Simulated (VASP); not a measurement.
# TiO2 in VASP: a series of runs

TiO2 is run at these levels: PBEsol, PBE+U; tasks: single point.

All numbers are computed with VASP 6.6.1; they aren't measurements. Logs are shortened: lines on timing, memory, paths and dates and some standing lists are left out, and cuts for length are marked.

## (1) The cell of the first run

The typed cell holds 6 atoms: a = 4.600 Å, b = 4.600 Å, c = 2.959 Å, α = 90.00°, β = 90.00°, γ = 90.00°.

## (2) Single point, PBEsol (atoms moved at random)

INCAR

```
  ALGO = Normal
  EDIFF = 1E-6
  ENCUT = 520
  GGA = PS
  ISIF = 2
  ISMEAR = -1
  LASPH = T
  LCHARG = F
  LREAL = F
  LWAVE = F
  NBANDS = 33
  NELM = 80
  PREC = Accurate
  SIGMA = 0.05
```

KPOINTS

```
k-points
0
Gamma
  6 6 9
```

POSCAR

```
TiO2
1.0
    4.5998373239      0.0000000000      0.0000000000
    0.0000000000      4.5998373239      0.0000000000
    0.0000000000      0.0000000000      2.9592135600
Ti O
2 4
Direct
   -0.0071520000      0.0075740000      0.4974220000
    0.4918730000      0.5106150000     -0.0034650000
    0.3065360000      0.3035420000      0.4963890000
    0.1892690000      0.8078500000      0.0048570000
    0.7955150000      0.1941590000      0.0070300000
    0.6990960000      0.7056660000      0.5098970000
```

Potentials or basis: VASP PAW PBE potentials, release 64 (Ti_sv, O).

Command:

```bash
cat potpaw_PBE.64/Ti_sv/POTCAR potpaw_PBE.64/O/POTCAR > POTCAR
mpirun -np 1 vasp_std > vasp.out
```

OUTCAR:

```text
EDIFF = 1E-6
   ENCUT = 520
   GGA = PS
   ISIF = 2
   ISMEAR = -1
   LASPH = T
   LREAL = F
   NELM = 80
   PREC = Accurate

 ion  position               nearest neighbor table
   1  0.993  0.008  0.497-   5 1.91   6 1.94   4 1.95   5 1.96   4 1.98   3 1.98
   2  0.492  0.511  0.997-   6 1.95   4 1.95   3 1.95   3 1.96   6 2.01   5 2.02
   3  0.307  0.304  0.496-   2 1.95   2 1.96   1 1.98
   4  0.189  0.808  0.005-   1 1.95   2 1.95   1 1.98
   5  0.796  0.194  0.007-   1 1.91   1 1.96   2 2.02
   6  0.699  0.706  0.510-   1 1.94   2 1.95   2 2.01

  LATTYP: Found a simple tetragonal cell.
 ALAT       =     4.5998373239
 C/A-ratio  =     0.6433300466

  Lattice vectors:

 A1 = (   4.5998373239,   0.0000000000,   0.0000000000)
 A2 = (   0.0000000000,   4.5998373239,   0.0000000000)
 A3 = (   0.0000000000,   0.0000000000,   2.9592135600)

Analysis of symmetry for initial positions (statically):
=====================================================================
 Subroutine PRICEL returns:
 Original cell was already a primitive cell.

 Routine SETGRP: Setting up the symmetry group for a
 simple tetragonal supercell.

 Subroutine GETGRP returns: Found  1 space group operations
 (whereof  1 operations were pure point group operations)
 out of a pool of 16 trial point group operations.

The static configuration has the point symmetry C_1 .

Analysis of symmetry for dynamics (positions and initial velocities):
=====================================================================
 Subroutine PRICEL returns:
 Original cell was already a primitive cell.

 Routine SETGRP: Setting up the symmetry group for a
 simple tetragonal supercell.

 Subroutine GETGRP returns: Found  1 space group operations
 (whereof  1 operations were pure point group operations)
 out of a pool of 16 trial point group operations.

The dynamic configuration has the point symmetry C_1 .

 Subroutine INISYM returns: Found  1 space group operations
 (whereof  1 operations are pure point group operations),
 and found     1 'primitive' translations

----------------------------------------------------------------------------------------

                                     Primitive cell

[... 90 lines left out ...]
   ISTART =      0    job   : 0-new  1-cont  2-samecut
   ICHARG =      2    charge: 1-file 2-atom 10-const
   ISPIN  =      1    spin polarized calculation?
   LNONCOLLINEAR =      F non collinear calculations
   LSORBIT =      F    spin-orbit coupling
   LASPH  =      T    aspherical Exc in radial PAW
   ENCUT  =  520.0 eV  38.22 Ry    6.18 a.u.   8.55  8.55  5.50*2*pi/ulx,y,z
   NELM   =     80;   NELMIN=  2; NELMDL= -5     # of ELM steps
   EDIFF  = 0.1E-05   stopping-criterion for ELM
   LREAL  =      F    real-space projection
   EDIFFG = 0.1E-04   stopping-criterion for IOM
   NSW    =      0    number of steps for IOM
   IBRION =     -1    ionic relax: 0-MD 1-quasi-New 2-CG
   NFREE  =      0    steps in history (QN), initial steepest desc. (CG)
   ISIF   =      2    stress and relaxation
   ISYM   =      2    0-nonsym 1-usesym 2-fastsym
   POTIM  = 0.5000    time-step for ionic-motion
   TEBEG  =    0.0;   TEEND  =   0.0 temperature during run
   PSTRESS=    0.0 pullay stress
   NELECT =      48.0000    total number of electrons
   NUPDOWN=      -1.0000    fix difference up-down
   EMIN   =  10.00;   EMAX   =-10.00  energy-range for DOS
   EFERMI =   0.00;   METHOD = LEGACY
   ISMEAR =    -1;   SIGMA  =   0.05  broadening in eV -4-tet -1-fermi 0-gaus
   EFERMI_NEDOS =   21; number of points for ismear=-14 and -15
   IALGO  =     38    algorithm
   IMIX   =      4    mixing-type and parameters
     AMIX     =   0.40;   BMIX     =  1.00
     AMIX_MAG =   1.60;   BMIX_MAG =  1.00
  volume/ion in A,a.u.               =      10.44        70.42
  Fermi-wavevector in a.u.,A,eV,Ry     =   1.498309  2.831394 30.544140  2.244931
  Thomas-Fermi vector in A             =   2.610085
   LORBIT       =      0    0 simple, 1 ext, 2 COOP (PROOUT), +10 PAW based schemes
   GGA     = PS    functional components
   LHFCALC =     F    Hartree Fock is set to
   AEXX    =    0.0000 exact exchange contribution
   IVDW    =     0    specifies the selected vdW correction
   LEPSILON=     F    determine dielectric tensor
   LRPA    =     F    only Hartree local field effects (RPA)
 non-spin polarized calculation
  energy-cutoff  :      520.00
  volume of cell :       62.61
 maximum number of plane-waves:      1720
 NGX is ok and might be reduce to    36
   NGX = 17   NGY = 17   NGZ = 11

 number of electron      48.0000000 magnetization

 Free energy of the ion-electron system (eV)
  ---------------------------------------------------
  ext. energy  EPLUGINS =         0.00000000
  ---------------------------------------------------
  free energy    TOTEN  =       -56.05951319 eV

  energy without entropy =      -56.05951319  energy(sigma->0) =      -56.05951319

 E-fermi :   5.5844     XC(G=0): -11.6897

 val. band max:        4.7364942800   @ k =   0.0000   0.0000   0.0000
 cond. band min:       6.4691576353   @ k =   0.5000   0.5000   0.0000
 fundamental gap:      1.7326633553
 Fermi energy:         5.5844264169

 k-point     1 :       0.0000    0.0000    0.0000
  band No.  band energies     occupation
      1     -52.0228      2.00000
      2     -51.8961      2.00000
      3     -28.4157      2.00000
      4     -28.3877      2.00000
      5     -28.2282      2.00000
      6     -28.2192      2.00000
[... 853 lines left out ...]
     32      10.8173      0.00000
     33      11.0599      0.00000

 [... further k-points ...]
[... 5 lines left out ...]
  --------------------------------------------------------------------------------------
  -------------------------------------------------------------------------------------
  Total       -0.6228993     -0.6813217     -1.3221820      0.0626735     -0.2148396     -0.1154177
  in kB      -15.9392249    -17.4341819    -33.8330059      1.6037372     -5.4974791     -2.9533961
  external PRESSURE =     -22.4021376 kB  Pullay stress =       0.0000000 kB

 VOLUME and BASIS-vectors are now :
 -----------------------------------------------------------------------------
  energy-cutoff  :      520.00
  volume of cell :       62.61
      direct lattice vectors                 reciprocal lattice vectors
     4.599837324  0.000000000  0.000000000     0.217398993  0.000000000  0.000000000
     0.000000000  4.599837324  0.000000000     0.000000000  0.217398993  0.000000000
     0.000000000  0.000000000  2.959213560     0.000000000  0.000000000  0.337927622

 POSITION                                       TOTAL-FORCE (eV/Angst)
 -----------------------------------------------------------------------------------
      4.56694      0.03484      1.47198        -0.037820      0.092541      0.010764
      2.26254      2.34875      2.94896         0.049023     -0.090216     -0.031274
      1.41002      1.39624      1.46892         0.094025      0.475074      0.250275
      0.87061      3.71598      0.01437         0.313874     -0.190357      0.000346
      3.65924      0.89310      0.02080         0.170338      0.335763     -0.084851
      3.21573      3.24595      1.50889        -0.589441     -0.622806     -0.145260
 -----------------------------------------------------------------------------------
    total drift:                               -0.000679      0.000594     -0.000258

  FREE ENERGIE OF THE ION-ELECTRON SYSTEM (eV)
  ---------------------------------------------------
  free  energy   TOTEN  =       -56.0595131937 eV

  energy  without entropy=      -56.0595131925  energy(sigma->0) =      -56.05951319
```

OSZICAR:

```text
N       E                     dE             d eps       ncg     rms          rms(c)
DAV:   1     0.660096244747E+03    0.66010E+03   -0.24418E+04 10832   0.173E+03
DAV:   2     0.291334400539E+02   -0.63096E+03   -0.58397E+03 11726   0.520E+02
DAV:   3    -0.665288731483E+02   -0.95662E+02   -0.93699E+02 14768   0.191E+02
DAV:   4    -0.724047654341E+02   -0.58759E+01   -0.58629E+01 15926   0.446E+01
DAV:   5    -0.726548173245E+02   -0.25005E+00   -0.25002E+00 14260   0.734E+00    0.312E+01
DAV:   6    -0.564749166509E+02    0.16180E+02   -0.70514E+01 14525   0.873E+01    0.110E+01
DAV:   7    -0.563703085243E+02    0.10461E+00   -0.12843E+01 13731   0.318E+01    0.926E+00
DAV:   8    -0.561417812799E+02    0.22853E+00   -0.55531E-01 13728   0.698E+00    0.613E+00
DAV:   9    -0.561338515419E+02    0.79297E-02   -0.78673E-01 14549   0.101E+01    0.258E+00
DAV:  10    -0.560714223063E+02    0.62429E-01   -0.36120E-01 13876   0.643E+00    0.929E-01
DAV:  11    -0.560605145393E+02    0.10908E-01   -0.28170E-02 14761   0.129E+00    0.393E-01
DAV:  12    -0.560595153135E+02    0.99923E-03   -0.79260E-03 12388   0.547E-01    0.743E-02
DAV:  13    -0.560595534624E+02   -0.38149E-04   -0.21310E-04 13627   0.129E-01    0.443E-02
DAV:  14    -0.560595211293E+02    0.32333E-04   -0.59177E-05 15450   0.912E-02    0.229E-02
DAV:  15    -0.560595138608E+02    0.72685E-05   -0.34275E-05 13956   0.604E-02    0.908E-03
DAV:  16    -0.560595131937E+02    0.66708E-06   -0.41463E-06 12135   0.150E-02
   1 F= -.56059513E+02 E0= -.56059513E+02  d E =-.120490E-08
```

Wall time 2.1 min (1 thread of Intel Xeon 6975P-C (Granite Rapids), shared host); peak memory 0.36 GiB.

Results:

```yaml
Free_energy: -56.0595 eV
Pressure: -2.2 GPa
Largest_force: 0.870 eV/Å
Band_gap_on_the_k_mesh: 1.73 eV, indirect (least direct gap 1.76 eV)
```

Forces on the atoms (eV/Å):
```
Ti  -0.038  0.093  0.011
Ti   0.049 -0.090 -0.031
O    0.094  0.475  0.250
O    0.314 -0.190  0.000
O    0.170  0.336 -0.085
O   -0.589 -0.623 -0.145
```

Caveat: the cell differs from its parent crystal (atoms moved at random); the PAW data sets were made with another functional, which shifts forces and pressure a little. A k mesh can miss the band edges.

## (3) Single point, PBE+U

INCAR

```
PREC = Accurate
ENCUT = 520
EDIFF = 1E-6
ISMEAR = -1
SIGMA = 0.05
LREAL = F
LASPH = T
NELM = 150
ALGO = Normal
ISIF = 2
LWAVE = F
LCHARG = T
LMAXMIX = 4
LDAU = T
LDAUTYPE = 2
LDAUL = 2 -1
LDAUU = 1 0
LDAUJ = 0 0
LDAUPRINT = 1
GGA = PE
LELF = T
LVHAR = T
NBANDS = 33
```

KPOINTS

```
regular mesh
0
Gamma
  6 6 9
```

POSCAR

```
TiO2
1.0
    4.5998373239      0.0000000000      0.0000000000
    0.0000000000      4.5998373239      0.0000000000
    0.0000000000      0.0000000000      2.9592135600
Ti O
2 4
Direct
    0.0000000000      0.0000000000      0.5000000000
    0.5000000000      0.5000000000      0.0000000000
    0.3043213200      0.3043213200      0.5000000000
    0.1956786800      0.8043213200      0.0000000000
    0.8043213200      0.1956786800      0.0000000000
    0.6956786800      0.6956786800      0.5000000000
```

Potentials or basis: VASP PAW PBE potentials, release 64 (Ti_sv, O).

Command:

```bash
cat potpaw_PBE.64/Ti_sv/POTCAR potpaw_PBE.64/O/POTCAR > POTCAR
mpirun -np 1 vasp_std > vasp.out
```

OUTCAR:

```text
PREC = Accurate
   ENCUT = 520
   EDIFF = 1E-6
   ISMEAR = -1
   LREAL = F
   LASPH = T
   NELM = 150
   ISIF = 2
   GGA = PE

 ion  position               nearest neighbor table
   1  0.000  0.000  0.500-   4 1.95   5 1.95   4 1.95   5 1.95   3 1.98   6 1.98
   2  0.500  0.500  0.000-   3 1.95   6 1.95   3 1.95   6 1.95   5 1.98   4 1.98
   3  0.304  0.304  0.500-   2 1.95   2 1.95   1 1.98
   4  0.196  0.804  0.000-   1 1.95   1 1.95   2 1.98
   5  0.804  0.196  0.000-   1 1.95   1 1.95   2 1.98
   6  0.696  0.696  0.500-   2 1.95   2 1.95   1 1.98

  LATTYP: Found a simple tetragonal cell.
 ALAT       =     4.5998373239
 C/A-ratio  =     0.6433300466

  Lattice vectors:

 A1 = (   4.5998373239,   0.0000000000,   0.0000000000)
 A2 = (   0.0000000000,   4.5998373239,   0.0000000000)
 A3 = (   0.0000000000,   0.0000000000,   2.9592135600)

Analysis of symmetry for initial positions (statically):
=====================================================================
 Subroutine PRICEL returns:
 Original cell was already a primitive cell.

 Routine SETGRP: Setting up the symmetry group for a
 simple tetragonal supercell.

 Subroutine GETGRP returns: Found 16 space group operations
 (whereof  8 operations were pure point group operations)
 out of a pool of 16 trial point group operations.

[... 223 lines left out ...]
  o =  0.1137  v =  0.0000  0.7071  0.0000 -0.7071 -0.0000  0.0000  0.0000  0.0000  0.0000  0.0000      0.0000  0.0000  0.0000  0.0000  0.0000  0.0000  0.0000  0.0000  0.0000  0.0000
  o =  0.1137  v =  0.0000  0.0000  0.0000  0.0000  0.0000  0.0000  0.7071  0.0000 -0.7071 -0.0000      0.0000  0.0000  0.0000  0.0000  0.0000  0.0000  0.0000  0.0000  0.0000  0.0000
  o =  0.1161  v =  0.0000 -0.0000 -0.0000  0.0000  1.0000  0.0000  0.0000  0.0000  0.0000  0.0000      0.0000  0.0000  0.0000  0.0000  0.0000  0.0000  0.0000  0.0000  0.0000  0.0000
  o =  0.1161  v =  0.0000  0.0000  0.0000  0.0000  0.0000  0.0000 -0.0000 -0.0000  0.0000  1.0000      0.0000  0.0000  0.0000  0.0000  0.0000  0.0000  0.0000  0.0000  0.0000  0.0000
  o =  0.2518  v = -0.8375  0.0000 -0.5465  0.0000 -0.0000  0.0000  0.0000  0.0000  0.0000  0.0000      0.0000  0.0000  0.0000  0.0000  0.0000  0.0000  0.0000  0.0000  0.0000  0.0000
  o =  0.2518  v =  0.0000  0.0000  0.0000  0.0000  0.0000 -0.8375  0.0000 -0.5465  0.0000 -0.0000      0.0000  0.0000  0.0000  0.0000  0.0000  0.0000  0.0000  0.0000  0.0000  0.0000
  o =  0.2765  v =  0.0000  0.0000  0.0000  0.0000  0.0000  0.0000  0.7071  0.0000  0.7071 -0.0000      0.0000  0.0000  0.0000  0.0000  0.0000  0.0000  0.0000  0.0000  0.0000  0.0000
  o =  0.2765  v =  0.0000  0.7071  0.0000  0.7071 -0.0000  0.0000  0.0000  0.0000  0.0000  0.0000      0.0000  0.0000  0.0000  0.0000  0.0000  0.0000  0.0000  0.0000  0.0000  0.0000

 number of electron      48.0000021 magnetization

 Free energy of the ion-electron system (eV)
  ---------------------------------------------------
  ext. energy  EPLUGINS =         0.00000000
  ---------------------------------------------------
  free energy    TOTEN  =       -52.28316749 eV

  energy without entropy =      -52.28316749  energy(sigma->0) =      -52.28316749

 E-fermi :   5.8452     XC(G=0): -11.4008

 val. band max:        4.9057982885   @ k =   0.0000   0.0000   0.0000
 cond. band min:       6.8647120677   @ k =   0.0000   0.0000   0.0000
 fundamental gap:      1.9589137792
 Fermi energy:         5.8451919987

 k-point     1 :       0.0000    0.0000    0.0000
  band No.  band energies     occupation
      1     -52.2972      2.00000
      2     -52.2806      2.00000
      3     -28.5876      2.00000
      4     -28.5876      2.00000
      5     -28.4288      2.00000
      6     -28.4288      2.00000
[... 853 lines left out ...]
     32      10.0797      0.00000
     33      11.4078      0.00000

 [... further k-points ...]
[... 5 lines left out ...]
  --------------------------------------------------------------------------------------
  -------------------------------------------------------------------------------------
  Total        2.5428016      2.5428016      2.8347588      0.0000000      0.0000000      0.0000000
  in kB       65.0671520     65.0671520     72.5379761      0.0000000      0.0000000      0.0000000
  external PRESSURE =      67.5574267 kB  Pullay stress =       0.0000000 kB

 VOLUME and BASIS-vectors are now :
 -----------------------------------------------------------------------------
  energy-cutoff  :      520.00
  volume of cell :       62.61
      direct lattice vectors                 reciprocal lattice vectors
     4.599837324  0.000000000  0.000000000     0.217398993  0.000000000  0.000000000
     0.000000000  4.599837324  0.000000000     0.000000000  0.217398993  0.000000000
     0.000000000  0.000000000  2.959213560     0.000000000  0.000000000  0.337927622

 POSITION                                       TOTAL-FORCE (eV/Angst)
 -----------------------------------------------------------------------------------
      0.00000      0.00000      1.47961        -0.000000      0.000000      0.000000
      2.29992      2.29992      0.00000        -0.000000      0.000000      0.000000
      1.39983      1.39983      1.47961        -0.034635     -0.034635     -0.000000
      0.90009      3.69975      0.00000         0.034635     -0.034635     -0.000000
      3.69975      0.90009      0.00000        -0.034635      0.034635      0.000000
      3.20001      3.20001      1.47961         0.034635      0.034635      0.000000
 -----------------------------------------------------------------------------------
    total drift:                                0.000000      0.000000      0.000000

  FREE ENERGIE OF THE ION-ELECTRON SYSTEM (eV)
  ---------------------------------------------------
  free  energy   TOTEN  =       -52.2831674879 eV

  energy  without entropy=      -52.2831674878  energy(sigma->0) =      -52.28316749
```

Run time: 80 s. Hardware: 1 thread of Intel Xeon 6975P-C, shared host; peak memory 0.22 GiB.

Results:

- Free energy: -52.2832 eV
- Pressure: 6.8 GPa
- Largest force: 0.049 eV/Å
- Band gap on the k mesh: 1.96 eV, direct

Forces on the atoms (eV/Å):
```
Ti   0.000  0.000  0.000
Ti   0.000  0.000  0.000
O   -0.035 -0.035  0.000
O    0.035 -0.035  0.000
O   -0.035  0.035  0.000
O    0.035  0.035  0.000
```

Levels at points of the mesh, in eV from the valence-band top:
```csv
k point,band 20,band 21,band 22,band 23,band 24,band 25,band 26,band 27,band 28,band 29
"(0.00, 0.00, 0.00)",-2.02,-0.74,-0.48,-0.48,0.00,1.96,2.23,2.50,2.59,2.59
"(0.50, 0.00, 0.00)",-3.08,-1.66,-1.66,-0.75,-0.75,2.61,2.61,3.12,3.12,3.64
"(0.50, 0.50, 0.00)",-2.16,-1.34,-1.34,-1.11,-1.11,1.98,1.98,2.61,2.61,3.90
```

Eigenvalues of the final occupation matrices:
```csv
site,spin,trace,eigenvalues
site 1 d,1,0.85,0.10 0.11 0.12 0.25 0.28
site 1 d,2,0.85,0.10 0.11 0.12 0.25 0.28
site 2 d,1,0.85,0.10 0.11 0.12 0.25 0.28
site 2 d,2,0.85,0.10 0.11 0.12 0.25 0.28
```

A k mesh can miss the band edges.
